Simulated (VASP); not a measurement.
Cr: single point with PBE

Crystal: Cr.

```
Cr
1.0
     2.24113    0.00000    0.00000
     0.00000    2.24113    0.00000
     0.00000    0.00000    2.24113
Cr
1
Cartesian
  0.0000 0.0000 0.0000
```

This cell differs from its parent crystal: volume scaled by 0.88.

```
Program                : VASP 6.6.1
Task                   : single point
Functional             : PBE
Potentials or basis    : VASP PAW PBE potentials, release 64 (Cr_pv)
Cutoff                 : 520 eV
k mesh                 : 15 × 15 × 15
Occupations            : fermi-dirac, width 0.1 eV
Spin                   : no spin polarisation
Dipole correction      : no
Further INCAR settings : ALGO = Normal; EDIFF = 1e-06; NBANDS = 12
```

* Pressure: 32.2 GPa
* Band gap on the k mesh: zero (band 6 reaches 12.62 eV, above the bottom of band 7 at 10.59 eV)

Levels at points of the mesh, in eV from the Fermi level:
```
           k point  band 2  band 3  band 4  band 5  band 6  band 7  band 8  band 9  band 10  band 11
(0.00, 0.00, 0.00)  -42.34  -42.34   -7.81   -3.74   -3.74    2.93    2.93    2.93     7.65    21.28
```

Run time: 11 s on 1 thread of Intel Xeon 6975P-C, with other jobs on the host, peak memory 0.13 GiB.

Caveat: the run has no spin polarisation, though such a crystal can be magnetic. Spin polarisation is off, so any magnetic state and its effect on volume and gap are missing.
